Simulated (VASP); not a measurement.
# LiGa3 (Pm-3m) in VASP: a series of runs, part 3 of 3

VASP 6.6.1. Earlier steps stand in the parts before.

## 5. Single point, LDA

The input, INCAR:

```
SYSTEM = LiGa3
PREC = Accurate
ENCUT = 520
EDIFF = 1E-6
ISMEAR = 0
SIGMA = 0.15
LREAL = .False.
LASPH = .True.
NELM = 100
ALGO = Normal
ISIF = 2
LWAVE = .False.
LCHARG = .False.
NBANDS = 29
```

The input, KPOINTS:

```
Automatic mesh
0
Gamma
  12 12 12
  0 0 0
```

The input, POSCAR:

```
LiGa3
1.0
    3.9365047715      0.0000000000      0.0000000000
    0.0000000000      3.9365047715      0.0000000000
    0.0000000000      0.0000000000      3.9365047715
Li Ga
1 3
Direct
    0.0000000000      0.0000000000      0.0000000000
    0.5000000000      0.0000000000      0.5000000000
    0.0000000000      0.5000000000      0.5000000000
    0.5000000000      0.5000000000      0.0000000000
```

Potentials or basis: VASP PAW LDA potentials, release 64 (Li_sv, Ga_d).

Started as:

```bash
$ cat potpaw_LDA.64/Li_sv/POTCAR potpaw_LDA.64/Ga_d/POTCAR > POTCAR
$ mpirun -np 1 vasp_std > vasp.out
```

OUTCAR:

```text
SYSTEM = LiGa3
   PREC = Accurate
   ENCUT = 520
   EDIFF = 1E-6
   ISMEAR = 0
   LREAL = .False.
   LASPH = .True.
   NELM = 100
   ISIF = 2

 ion  position               nearest neighbor table
   1  0.000  0.000  0.000-
   2  0.500  0.000  0.500-   3 2.78   4 2.78   4 2.78   3 2.78   4 2.78   4 2.78   3 2.78   3 2.78

   3  0.000  0.500  0.500-   2 2.78   4 2.78   4 2.78   2 2.78   2 2.78   4 2.78   4 2.78   2 2.78

   4  0.500  0.500  0.000-   2 2.78   3 2.78   2 2.78   3 2.78   2 2.78   2 2.78   3 2.78   3 2.78

  LATTYP: Found a simple cubic cell.
 ALAT       =     3.9365047715

  Lattice vectors:

 A1 = (   3.9365047715,   0.0000000000,   0.0000000000)
 A2 = (   0.0000000000,   3.9365047715,   0.0000000000)
 A3 = (   0.0000000000,   0.0000000000,   3.9365047715)

Analysis of symmetry for initial positions (statically):
=====================================================================
 Subroutine PRICEL returns:
 Original cell was already a primitive cell.

 Routine SETGRP: Setting up the symmetry group for a
 simple cubic supercell.

 Subroutine GETGRP returns: Found 48 space group operations
 (whereof 48 operations were pure point group operations)
 out of a pool of 48 trial point group operations.

The static configuration has the point symmetry O_h .

Analysis of symmetry for dynamics (positions and initial velocities):
=====================================================================
 Subroutine PRICEL returns:
 Original cell was already a primitive cell.

 Routine SETGRP: Setting up the symmetry group for a
 simple cubic supercell.

 Subroutine GETGRP returns: Found 48 space group operations
 (whereof 48 operations were pure point group operations)
 out of a pool of 48 trial point group operations.

The dynamic configuration has the point symmetry O_h .

 Subroutine INISYM returns: Found 48 space group operations
 (whereof 48 operations are pure point group operations),
 and found     1 'primitive' translations

----------------------------------------------------------------------------------------

                                     Primitive cell

  volume of cell :      61.0004

  direct lattice vectors                    reciprocal lattice vectors
     3.936504772  0.000000000  0.000000000     0.254032462  0.000000000  0.000000000
     0.000000000  3.936504772  0.000000000     0.000000000  0.254032462  0.000000000
     0.000000000  0.000000000  3.936504772     0.000000000  0.000000000  0.254032462

  length of vectors
     3.936504772  3.936504772  3.936504772     0.254032462  0.254032462  0.254032462

  position of ions in fractional coordinates (direct lattice)
     0.000000000  0.000000000  0.000000000
     0.500000000  0.000000000  0.500000000
     0.000000000  0.500000000  0.500000000
     0.500000000  0.500000000  0.000000000

  ion indices of the primitive-cell ions
   primitive index   ion index
                 1           1
                 2           2
                 3           3
                 4           4

----------------------------------------------------------------------------------------

 KPOINTS: Automatic mesh

Automatic generation of k-mesh.
 Grid dimensions read from file:
 generate k-points for:   12   12   12

 Generating k-lattice:

  Cartesian coordinates                     Fractional coordinates (reciprocal lattice)
     0.021169372  0.000000000  0.000000000     0.083333333  0.000000000  0.000000000
     0.000000000  0.021169372  0.000000000     0.000000000  0.083333333  0.000000000
     0.000000000  0.000000000  0.021169372     0.000000000  0.000000000  0.083333333

  Length of vectors
     0.021169372  0.021169372  0.021169372

  Shift w.r.t. Gamma in fractional coordinates (k-lattice)
     0.000000000  0.000000000  0.000000000

 Subroutine IBZKPT returns following result:
 ===========================================

 Found     84 irreducible k-points:

 Following reciprocal coordinates:
            Coordinates               Weight
  0.000000  0.000000  0.000000      1.000000
  0.083333  0.000000  0.000000      6.000000
  0.166667  0.000000  0.000000      6.000000
  0.250000  0.000000  0.000000      6.000000
  0.333333  0.000000  0.000000      6.000000
  0.416667  0.000000  0.000000      6.000000
[... 16 lines left out ...]
  0.333333  0.333333  0.000000     12.000000
  0.416667  0.333333  0.000000     24.000000
 [... further k-points ...]
   k-points           NKPTS =     84   k-points in BZ     NKDIM =     84   number of bands    NBANDS=     29
   number of dos      NEDOS =    301   number of ions     NIONS =      4
   total plane-waves  NPLWV =  27000
   dimension x,y,z NGX =    30 NGY =   30 NGZ =   30
   dimension x,y,z NGXF=    60 NGYF=   60 NGZF=   60
   ions per type =               1   3
   NGX,Y,Z   is equivalent  to a cutoff of  12.67, 12.67, 12.67 a.u.
   NGXF,Y,Z  is equivalent  to a cutoff of  25.34, 25.34, 25.34 a.u.
 SYSTEM =  LiGa3
   PREC   = accura    normal or accurate (medium, high low for compatibility)
   ISTART =      0    job   : 0-new  1-cont  2-samecut
   ICHARG =      2    charge: 1-file 2-atom 10-const
   ISPIN  =      1    spin polarized calculation?
   LNONCOLLINEAR =      F non collinear calculations
   LSORBIT =      F    spin-orbit coupling
   LASPH  =      T    aspherical Exc in radial PAW
   ENCUT  =  520.0 eV  38.22 Ry    6.18 a.u.   7.32  7.32  7.32*2*pi/ulx,y,z
   NELM   =    100;   NELMIN=  2; NELMDL= -5     # of ELM steps
   EDIFF  = 0.1E-05   stopping-criterion for ELM
   LREAL  =      F    real-space projection
[... 7 lines left out ...]
   TEBEG  =    0.0;   TEEND  =   0.0 temperature during run
   PSTRESS=    0.0 pullay stress
   NELECT =      42.0000    total number of electrons
   NUPDOWN=      -1.0000    fix difference up-down
   EMIN   =  10.00;   EMAX   =-10.00  energy-range for DOS
   EFERMI =   0.00;   METHOD = LEGACY
   ISMEAR =     0;   SIGMA  =   0.15  broadening in eV -4-tet -1-fermi 0-gaus
   EFERMI_NEDOS =   21; number of points for ismear=-14 and -15
   IALGO  =     38    algorithm
   IMIX   =      4    mixing-type and parameters
     AMIX     =   0.40;   BMIX     =  1.00
     AMIX_MAG =   1.60;   BMIX_MAG =  1.00
  volume/ion in A,a.u.               =      15.25       102.91
  Fermi-wavevector in a.u.,A,eV,Ry     =   1.445597  2.731782 28.432772  2.089750
  Thomas-Fermi vector in A             =   2.563761
   LORBIT       =      0    0 simple, 1 ext, 2 COOP (PROOUT), +10 PAW based schemes
   GGA     = CA    functional components
   LHFCALC =     F    Hartree Fock is set to
   AEXX    =    0.0000 exact exchange contribution
   IVDW    =     0    specifies the selected vdW correction
   LEPSILON=     F    determine dielectric tensor
   LRPA    =     F    only Hartree local field effects (RPA)
 non-spin polarized calculation
 Gauss-broadening in eV      SIGMA  =   0.15
  energy-cutoff  :      520.00
  volume of cell :       61.00
 maximum number of plane-waves:      1671
 NGX is ok and might be reduce to    30
   NGX = 15   NGY = 15   NGZ = 15

 number of electron      41.9999961 magnetization

 Free energy of the ion-electron system (eV)
  ---------------------------------------------------
  ext. energy  EPLUGINS =         0.00000000
  ---------------------------------------------------
  free energy    TOTEN  =       -13.70112459 eV

  energy without entropy =      -13.68566388  energy(sigma->0) =      -13.69339424

 E-fermi :   5.9592     XC(G=0): -11.3974

 val. band max:        5.9386881531   @ k =   0.3333   0.0833   0.0000
 cond. band min:       5.9853287696   @ k =   0.5000   0.1667   0.1667
 fundamental gap:      0.0466406165
 Fermi energy:         5.9592098287

 k-point     1 :       0.0000    0.0000    0.0000
  band No.  band energies     occupation
      1     -39.5639      2.00000
      2      -9.4794      2.00000
      3      -9.4443      2.00000
      4      -9.4443      2.00000
      5      -9.4443      2.00000
      6      -9.2978      2.00000
[... 21 lines left out ...]
     28      13.1743      0.00000
     29      13.1743      0.00000
[... 705 lines left out ...]
 k-point    24 :       0.4167    0.3333    0.0000
  band No.  band energies     occupation
      1     -39.5631      2.00000
      2      -9.3230      2.00000
      3      -9.3217      2.00000
      4      -9.2662      2.00000
      5      -9.2325      2.00000
      6      -9.2202      2.00000
[... 21 lines left out ...]
     28      13.6380      0.00000
     29      14.3677      0.00000

 [... further k-points ...]

------------------------ aborting loop because EDIFF is reached ----------------------------------------

  FORCE on cell =-STRESS in cart. coord.  units (eV):
  Direction    XX          YY          ZZ          XY          YZ          ZX
  --------------------------------------------------------------------------------------
  -------------------------------------------------------------------------------------
  Total        0.1014621      0.1014621      0.1014621      0.0000000     -0.0000000     -0.0000000
  in kB        2.6649081      2.6649081      2.6649081      0.0000000     -0.0000000     -0.0000000
  external PRESSURE =       2.6649081 kB  Pullay stress =       0.0000000 kB

 VOLUME and BASIS-vectors are now :
 -----------------------------------------------------------------------------
  energy-cutoff  :      520.00
  volume of cell :       61.00
      direct lattice vectors                 reciprocal lattice vectors
     3.936504772  0.000000000  0.000000000     0.254032462  0.000000000  0.000000000
     0.000000000  3.936504772  0.000000000     0.000000000  0.254032462  0.000000000
     0.000000000  0.000000000  3.936504772     0.000000000  0.000000000  0.254032462

 POSITION                                       TOTAL-FORCE (eV/Angst)
 -----------------------------------------------------------------------------------
      0.00000      0.00000      0.00000         0.000000      0.000000      0.000000
      1.96825      0.00000      1.96825         0.000000      0.000000      0.000000
      0.00000      1.96825      1.96825         0.000000      0.000000      0.000000
      1.96825      1.96825      0.00000         0.000000      0.000000      0.000000
 -----------------------------------------------------------------------------------
    total drift:                                0.000000      0.000000     -0.000000

  FREE ENERGIE OF THE ION-ELECTRON SYSTEM (eV)
  ---------------------------------------------------
  free  energy   TOTEN  =       -13.7011245911 eV

  energy  without entropy=      -13.6856638799  energy(sigma->0) =      -13.69339424
```

stdout:

```text
POSCAR found type information on POSCAR LiGa
 POSCAR found :  2 types and       4 ions
 scaLAPACK will be used
 LDA part: xc-table for (Slater(with rela. corr.)+CA(PZ))
 , standard interpolation
 POSCAR, INCAR and KPOINTS ok, starting setup
 FFT: planning ... GRIDC
 FFT: planning ... GRID_SOFT
 FFT: planning ... GRID
 WAVECAR not read
 entering main loop
```

Run time: 49 s. Hardware: 1 thread of Intel Xeon 6975P-C (Granite Rapids), shared host; peak memory 0.23 GiB.

Results:

```
Free energy            : -13.7011 eV
Band gap on the k mesh : zero (bands 21 and 22 overlap by 6.09 eV)
```

Levels at points of the mesh, in eV from the Fermi level:
| k point | band 17 | band 18 | band 19 | band 20 | band 21 | band 22 | band 23 | band 24 | band 25 | band 26 |
| --- | --- | --- | --- | --- | --- | --- | --- | --- | --- | --- |
| (0.00, 0.00, 0.00) | -11.37 | -2.28 | -2.28 | -2.28 | -1.65 | -1.65 | 3.30 | 6.16 | 6.16 | 6.16 |
| (0.50, 0.00, 0.00) | -9.69 | -8.11 | -0.41 | -0.17 | -0.17 | 1.16 | 1.16 | 1.95 | 2.45 | 4.22 |
| (0.50, 0.50, 0.00) | -7.52 | -6.86 | -6.86 | -3.89 | 2.43 | 2.68 | 2.68 | 2.77 | 3.66 | 3.66 |
| (0.50, 0.50, 0.50) | -4.94 | -4.94 | -4.94 | -4.86 | -3.66 | -3.66 | -3.66 | 2.56 | 11.85 | 11.85 |

Caveat: the cutoff is under 1.25 times the usual one of these potentials, so pressure, stress and relaxed cells hold a basis-set (Pulay) error.

## 6. Summary

```tsv
task	cell	k mesh	cutoff (eV)	smearing	gap on the mesh (eV)
single point	as given	10 × 10 × 10	520	gaussian 0.1 eV	none
relaxation of cell and atoms	relaxed	10 × 10 × 10	600	gaussian 0.1 eV	none
single point	as given	14 × 14 × 14	520	gaussian 0.15 eV	none
single point	as given	12 × 12 × 12	520	gaussian 0.15 eV	none
```

Alike in all rows: level LDA; potentials or basis VASP PAW LDA potentials, release 64 (Li_sv, Ga_d); no spin polarisation.

Caveats: the cutoff is under 1.25 times the usual one of these potentials, so pressure, stress and relaxed cells hold a basis-set (Pulay) error; the relaxation stopped at its first step, so nothing moved (at least some runs).

Absolute energies hang on the potentials; compare differences alone.
